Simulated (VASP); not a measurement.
# TiCo in VASP: a series of runs

Runs on TiCo. Level: PBEsol. Tasks: relaxation of cell and atoms, single point.

All numbers are computed with VASP 6.6.1; they aren't measurements. Logs are shortened: lines on timing, memory, paths and dates and some standing lists are left out, and cuts for length are marked.

## (1) The cell of the first run

Symmetry: Pm-3m, No. 221, cubic system. The conventional cell has a = 2.934 Å, b = 2.934 Å, c = 2.934 Å, α = 90.00°, β = 90.00°, γ = 90.00°. Ti (site symmetry m-3m) has 8 Co at 2.54 Å and 6 Ti at 2.93 Å within 3.4 Å. Within 3.4 Å of Co (site symmetry m-3m) lie 8 Ti at 2.54 Å and 6 Co at 2.93 Å.

## (2) Relaxation of cell and atoms, PBEsol, collinear spin, ferromagnetic start

Contents of INCAR:

```
SYSTEM = TiCo
PREC = Accurate
ENCUT = 600
EDIFF = 1E-6
ISMEAR = 0
SIGMA = 0.1
LREAL = .FALSE.
LASPH = .TRUE.
NELM = 150
ALGO = Fast
ISIF = 3
LWAVE = .FALSE.
LCHARG = .FALSE.
ISPIN = 2
MAGMOM = 0 0.27
LORBIT = 11
LMAXMIX = 4
GGA = PS
IBRION = 2
NSW = 100
EDIFFG = -0.005
```

Contents of KPOINTS:

```
regular mesh
0
G
  14 14 14
  0 0 0
```

Contents of POSCAR:

```
TiCo
1.0
    2.9337615290      0.0000000000      0.0000000000
    0.0000000000      2.9337615290      0.0000000000
    0.0000000000      0.0000000000      2.9337615290
Ti Co
1 1
Direct
    0.0000000000      0.0000000000      0.0000000000
    0.5000000000      0.5000000000      0.5000000000
```

Potentials or basis: VASP PAW PBE potentials, release 64 (Ti_sv, Co).

Launch:

```console
$ cat potpaw_PBE.64/Ti_sv/POTCAR potpaw_PBE.64/Co/POTCAR > POTCAR
$ mpirun -np 1 vasp_std > vasp.out
```

OUTCAR:

```text
SYSTEM = TiCo
   PREC = Accurate
   ENCUT = 600
   EDIFF = 1E-6
   ISMEAR = 0
   LREAL = .FALSE.
   LASPH = .TRUE.
   NELM = 150
   ISIF = 3
   ISPIN = 2
   LORBIT = 11
   GGA = PS
   IBRION = 2
   NSW = 100
   EDIFFG = -0.005

 ion  position               nearest neighbor table
   1  0.000  0.000  0.000-   2 2.54   2 2.54   2 2.54   2 2.54   2 2.54   2 2.54   2 2.54   2 2.54

   2  0.500  0.500  0.500-   1 2.54   1 2.54   1 2.54   1 2.54   1 2.54   1 2.54   1 2.54   1 2.54

  LATTYP: Found a simple cubic cell.
 ALAT       =     2.9337615290

  Lattice vectors:

 A1 = (   2.9337615290,   0.0000000000,   0.0000000000)
 A2 = (   0.0000000000,   2.9337615290,   0.0000000000)
 A3 = (   0.0000000000,   0.0000000000,   2.9337615290)

Analysis of symmetry for initial positions (statically):
=====================================================================
 Subroutine PRICEL returns:
 Original cell was already a primitive cell.

 Routine SETGRP: Setting up the symmetry group for a
 simple cubic supercell.

 Subroutine GETGRP returns: Found 48 space group operations
 (whereof 48 operations were pure point group operations)
 out of a pool of 48 trial point group operations.

The static configuration has the point symmetry O_h .

Analysis of symmetry for dynamics (positions and initial velocities):
=====================================================================
 Subroutine PRICEL returns:
 Original cell was already a primitive cell.

 Routine SETGRP: Setting up the symmetry group for a
 simple cubic supercell.

 Subroutine GETGRP returns: Found 48 space group operations
 (whereof 48 operations were pure point group operations)
 out of a pool of 48 trial point group operations.

The dynamic configuration has the point symmetry O_h .

Analysis of structural, dynamic, and magnetic symmetry:
=====================================================================
 Subroutine PRICEL returns:
 Original cell was already a primitive cell.

 Routine SETGRP: Setting up the symmetry group for a
 simple cubic supercell.

 Subroutine GETGRP returns: Found 48 space group operations
 (whereof 48 operations were pure point group operations)
 out of a pool of 48 trial point group operations.

The overall configuration has the point symmetry O_h .

 Subroutine INISYM returns: Found 48 space group operations
 (whereof 48 operations are pure point group operations),
 and found     1 'primitive' translations

----------------------------------------------------------------------------------------

                                     Primitive cell

  volume of cell :      25.2508

  direct lattice vectors                    reciprocal lattice vectors
     2.933761529  0.000000000  0.000000000     0.340859334  0.000000000  0.000000000
     0.000000000  2.933761529  0.000000000     0.000000000  0.340859334  0.000000000
     0.000000000  0.000000000  2.933761529     0.000000000  0.000000000  0.340859334

  length of vectors
     2.933761529  2.933761529  2.933761529     0.340859334  0.340859334  0.340859334

  position of ions in fractional coordinates (direct lattice)
     0.000000000  0.000000000  0.000000000
     0.500000000  0.500000000  0.500000000

  ion indices of the primitive-cell ions
   primitive index   ion index
                 1           1
                 2           2

----------------------------------------------------------------------------------------

 KPOINTS: regular mesh

Automatic generation of k-mesh.
 Grid dimensions read from file:
 generate k-points for:   14   14   14

 Generating k-lattice:

  Cartesian coordinates                     Fractional coordinates (reciprocal lattice)
     0.024347095  0.000000000  0.000000000     0.071428571  0.000000000  0.000000000
     0.000000000  0.024347095  0.000000000     0.000000000  0.071428571  0.000000000
     0.000000000  0.000000000  0.024347095     0.000000000  0.000000000  0.071428571

  Length of vectors
     0.024347095  0.024347095  0.024347095

  Shift w.r.t. Gamma in fractional coordinates (k-lattice)
     0.000000000  0.000000000  0.000000000

 Subroutine IBZKPT returns following result:
 ===========================================

 Found    120 irreducible k-points:

 Following reciprocal coordinates:
            Coordinates               Weight
  0.000000  0.000000  0.000000      1.000000
  0.071429  0.000000  0.000000      6.000000
  0.142857  0.000000  0.000000      6.000000
  0.214286  0.000000  0.000000      6.000000
  0.285714  0.000000  0.000000      6.000000
  0.357143  0.000000  0.000000      6.000000
[... 16 lines left out ...]
  0.285714  0.214286  0.000000     24.000000
  0.357143  0.214286  0.000000     24.000000
 [... further k-points ...]
   k-points           NKPTS =    120   k-points in BZ     NKDIM =    120   number of bands    NBANDS=     14
   number of dos      NEDOS =    301   number of ions     NIONS =      2
   total plane-waves  NPLWV =  13824
   dimension x,y,z NGX =    24 NGY =   24 NGZ =   24
   dimension x,y,z NGXF=    48 NGYF=   48 NGZF=   48
   ions per type =               1   1
   NGX,Y,Z   is equivalent  to a cutoff of  13.60, 13.60, 13.60 a.u.
   NGXF,Y,Z  is equivalent  to a cutoff of  27.20, 27.20, 27.20 a.u.
 SYSTEM =  TiCo
   PREC   = accura    normal or accurate (medium, high low for compatibility)
   ISTART =      0    job   : 0-new  1-cont  2-samecut
   ICHARG =      2    charge: 1-file 2-atom 10-const
   ISPIN  =      2    spin polarized calculation?
   LNONCOLLINEAR =      F non collinear calculations
   LSORBIT =      F    spin-orbit coupling
   LASPH  =      T    aspherical Exc in radial PAW
   ENCUT  =  600.0 eV  44.10 Ry    6.64 a.u.   5.86  5.86  5.86*2*pi/ulx,y,z
   NELM   =    150;   NELMIN=  2; NELMDL= -5     # of ELM steps
   EDIFF  = 0.1E-05   stopping-criterion for ELM
   LREAL  =      F    real-space projection
   EDIFFG = -.5E-02   stopping-criterion for IOM
   NSW    =    100    number of steps for IOM
   IBRION =      2    ionic relax: 0-MD 1-quasi-New 2-CG
   NFREE  =      1    steps in history (QN), initial steepest desc. (CG)
   ISIF   =      3    stress and relaxation
   ISYM   =      2    0-nonsym 1-usesym 2-fastsym
   POTIM  = 0.5000    time-step for ionic-motion
   TEBEG  =    0.0;   TEEND  =   0.0 temperature during run
   PSTRESS=    0.0 pullay stress
   NELECT =      21.0000    total number of electrons
   NUPDOWN=      -1.0000    fix difference up-down
   EMIN   =  10.00;   EMAX   =-10.00  energy-range for DOS
   EFERMI =   0.00;   METHOD = LEGACY
   ISMEAR =     0;   SIGMA  =   0.10  broadening in eV -4-tet -1-fermi 0-gaus
   EFERMI_NEDOS =   21; number of points for ismear=-14 and -15
   IALGO  =     68    algorithm
   IMIX   =      4    mixing-type and parameters
     AMIX     =   0.40;   BMIX     =  1.00
     AMIX_MAG =   1.60;   BMIX_MAG =  1.00
  volume/ion in A,a.u.               =      12.63        85.20
  Fermi-wavevector in a.u.,A,eV,Ry     =   1.539536  2.909301 32.248126  2.370170
  Thomas-Fermi vector in A             =   2.645750
   LORBIT       =     11    0 simple, 1 ext, 2 COOP (PROOUT), +10 PAW based schemes
   GGA     = PS    functional components
   LHFCALC =     F    Hartree Fock is set to
   AEXX    =    0.0000 exact exchange contribution
   IVDW    =     0    specifies the selected vdW correction
   LEPSILON=     F    determine dielectric tensor
   LRPA    =     F    only Hartree local field effects (RPA)
 conjugate gradient relaxation of ions
 spin polarized calculation
 RMM-DIIS sequential band-by-band and
 Gauss-broadening in eV      SIGMA  =   0.10
  energy-cutoff  :      600.00
  volume of cell :       25.25
 maximum number of plane-waves:       866
 NGX is ok and might be reduce to    24
   NGX = 11   NGY = 11   NGZ = 11

--------------------------------------- Ionic step        1  -------------------------------------------

 number of electron      21.0000009 magnetization       0.5579498

 Free energy of the ion-electron system (eV)
  ---------------------------------------------------
  ext. energy  EPLUGINS =         0.00000000
  ---------------------------------------------------
  free energy    TOTEN  =       -16.90655470 eV

  energy without entropy =      -16.89504485  energy(sigma->0) =      -16.90079977

------------------------ aborting loop because EDIFF is reached ----------------------------------------

  FORCE on cell =-STRESS in cart. coord.  units (eV):
  Direction    XX          YY          ZZ          XY          YZ          ZX
  --------------------------------------------------------------------------------------
  -------------------------------------------------------------------------------------
  Total        0.0499060      0.0499060      0.0499060      0.0000000      0.0000000     -0.0000000
  in kB        3.1665708      3.1665708      3.1665708      0.0000000      0.0000000     -0.0000000
  external PRESSURE =       3.1665708 kB  Pullay stress =       0.0000000 kB
[... 129 lines left out ...]
  energy  without entropy=      -16.8950184335  energy(sigma->0) =      -16.90079589

--------------------------------------- Ionic step        5  -------------------------------------------

 number of electron      21.0000008 magnetization       0.5642717

 Free energy of the ion-electron system (eV)
  ---------------------------------------------------
  ext. energy  EPLUGINS =         0.00000000
  ---------------------------------------------------
  free energy    TOTEN  =       -16.90656909 eV

  energy without entropy =      -16.89502883  energy(sigma->0) =      -16.90079896

 E-fermi :  10.4781     XC(G=0): -13.0185

 val. band max:       10.4771237354   @ k =   0.5000   0.3571   0.1429
 cond. band min:      10.4791683397   @ k =   0.5000   0.3571   0.0000
 fundamental gap:      0.0020446043
 Fermi energy:        10.4781104033

 spin component 1

 k-point     1 :       0.0000    0.0000    0.0000
  band No.  band energies     occupation
      1     -46.3938      1.00000
      2     -22.5689      1.00000
      3     -22.5689      1.00000
      4     -22.5689      1.00000
      5       2.5449      1.00000
      6       6.1834      1.00000
      7       6.1834      1.00000
      8       8.6727      1.00000
      9       8.6727      1.00000
     10       8.6727      1.00000
     11      11.0900      0.00000
     12      11.0900      0.00000
     13      13.3437      0.00000
     14      13.3437      0.00000
[... 376 lines left out ...]
  band No.  band energies     occupation
      1     -46.3464      1.00000
      2     -22.8462      1.00000
      3     -22.6805      1.00000
      4     -22.5347      1.00000
      5       5.3764      1.00000
      6       6.8414      1.00000
      7       7.5802      1.00000
      8       8.1712      1.00000
      9       8.4534      1.00000
     10       8.6086      1.00000
     11      10.4947      0.40717
     12      10.7421      0.00009
     13      11.5528      0.00000
     14      11.9830      0.00000

 [... further k-points ...]

 spin component 2

 k-point     1 :       0.0000    0.0000    0.0000
  band No.  band energies     occupation
      1     -46.3913      1.00000
      2     -22.5671      1.00000
      3     -22.5671      1.00000
      4     -22.5671      1.00000
      5       2.5638      1.00000
      6       6.5691      1.00000
      7       6.5691      1.00000
      8       9.0433      1.00000
      9       9.0433      1.00000
     10       9.0433      1.00000
     11      11.4347      0.00000
     12      11.4347      0.00000
     13      13.4205      0.00000
     14      13.4205      0.00000
[... 420 lines left out ...]
  FREE ENERGIE OF THE ION-ELECTRON SYSTEM (eV)
  ---------------------------------------------------
  free  energy   TOTEN  =       -16.9065690906 eV

  energy  without entropy=      -16.8950288294  energy(sigma->0) =      -16.90079896

 reached required accuracy - stopping structural energy minimisation

 total charge

# of ion       s       p       d       tot
------------------------------------------
    1        2.261   6.199   1.906  10.365
    2        0.544   0.483   7.359   8.386
--------------------------------------------------
tot          2.805   6.682   9.265  18.751

 magnetization (x)

# of ion       s       p       d       tot
------------------------------------------
    1       -0.002  -0.007   0.000  -0.009
    2        0.022  -0.002   0.574   0.594
--------------------------------------------------
tot          0.020  -0.009   0.574   0.585
```

Run time: 3 min. Hardware: 1 thread of Intel Xeon Platinum 8488C (Sapphire Rapids), shared host; peak memory 0.23 GiB.

Results:

| Item | Value |
| --- | --- |
| Free energy | -16.9066 eV |
| Relaxed volume | 12.63 Å³/atom |
| Relaxed cell | a = 2.934 Å, b = 2.934 Å, c = 2.934 Å, α = 90.00°, β = 90.00°, γ = 90.00° |
| Space group after relaxing (to 0.1 Å) | Pm-3m (No. 221) |
| Energy gained by relaxing | 0.0 meV/atom |
| Ionic steps | 5 |
| Pressure after relaxing | 0.0 GPa |
| Net moment | 0.56 μB per cell |
| Site moments | Ti -0.01; Co +0.59 μB |
| Valence electrons inside the program's atomic spheres | Ti 10.37; Co 8.39 |

Final structure:
```xyz
2
Lattice="2.9342 0.0000 0.0000 0.0000 2.9342 0.0000 0.0000 0.0000 2.9342" Properties=species:S:1:pos:R:3 pbc="T T T"
Ti    0.0000    0.0000    0.0000
Co    1.4671    1.4671    1.4671
```

Caveat: the PAW data sets were made with another functional, which shifts forces and pressure a little.

## (3) Single point, PBEsol, collinear spin, ferromagnetic start (biaxial strain in the a-b plane: +1.0 %)

Contents of INCAR:

```
ALGO = Normal
EDIFF = 1E-6
ENCUT = 520
GGA = PS
ISIF = 2
ISMEAR = 0
ISPIN = 2
LASPH = T
LCHARG = T
LELF = T
LMAXMIX = 4
LORBIT = 11
LREAL = F
LVHAR = T
LWAVE = F
MAGMOM = 0 0.75
NBANDS = 22
NELM = 150
PREC = Accurate
SIGMA = 0.1
```

Contents of KPOINTS:

```
k-points
0
Gamma
  18 18 18
```

Contents of POSCAR:

```
TiCo
1.0
    2.9678924021      0.0000000000      0.0000000000
    0.0000000000      2.9678924021      0.0000000000
    0.0000000000      0.0000000000      2.9208762848
Ti Co
1 1
Direct
    0.0000000000      0.0000000000      0.0000000000
    0.5000000000      0.5000000000      0.5000000000
```

Potentials or basis: VASP PAW PBE potentials, release 64 (Ti_sv, Co).

Launch:

```console
$ cat potpaw_PBE.64/Ti_sv/POTCAR potpaw_PBE.64/Co/POTCAR > POTCAR
$ mpirun -np 1 vasp_std > vasp.out
```

It took 6.8 min on 1 thread of Intel Xeon 8259CL, shared host; peak memory 0.56 GiB.

Results (log left out):

```yaml
Free_energy: -16.9011 eV
Pressure: -2.7 GPa
Net_moment: 0.71 μB per cell
Site_moments: Ti -0.01; Co +0.74 μB
Valence_electrons_inside_the_program's_atomic_spheres: Ti 10.34; Co 8.35
```

Stress tensor (GPa, compression positive):
```
-3.26  0.00  0.00
 0.00 -3.26  0.00
 0.00  0.00 -1.63
```

Levels at points of the mesh, in eV from the Fermi level:
Spin up:
```csv
k point,band 8,band 9,band 10,band 11,band 12,band 13,band 14,band 15
"(0.00, 0.00, 0.00)",-1.88,-1.80,-1.80,0.51,0.62,2.80,2.81,2.81
"(0.50, 0.00, 0.00)",-1.95,-1.89,-1.42,-0.83,-0.44,0.62,0.77,2.34
"(0.50, 0.50, 0.00)",-2.68,-1.30,-0.69,0.58,0.58,1.07,2.61,2.61
"(0.00, 0.00, 0.50)",-1.96,-1.96,-1.46,-0.76,-0.29,0.59,0.59,2.29
"(0.50, 0.00, 0.50)",-2.79,-1.28,-0.58,0.69,0.73,1.22,2.56,2.61
"(0.50, 0.50, 0.50)",-2.23,-2.23,-2.15,-1.27,-1.24,3.27,3.35,7.20
```
Spin down:
```tsv
k point	band 8	band 9	band 10	band 11	band 12	band 13
(0.00, 0.00, 0.00)	-1.42	-1.34	-1.34	0.93	1.05	2.90
(0.50, 0.00, 0.00)	-1.45	-1.39	-0.89	-0.88	0.44	0.64
(0.50, 0.50, 0.00)	-2.31	-0.21	0.11	0.60	0.60	1.23
(0.00, 0.00, 0.50)	-1.46	-1.46	-0.92	-0.82	0.59	0.61
(0.50, 0.00, 0.50)	-2.42	-0.18	0.22	0.70	0.75	1.38
(0.50, 0.50, 0.50)	-2.21	-2.21	-2.13	-0.17	-0.13	3.24
```

Caveat: the cell differs from its parent crystal (biaxial strain in the a-b plane: +1.0 %); the PAW data sets were made with another functional, which shifts forces and pressure a little.
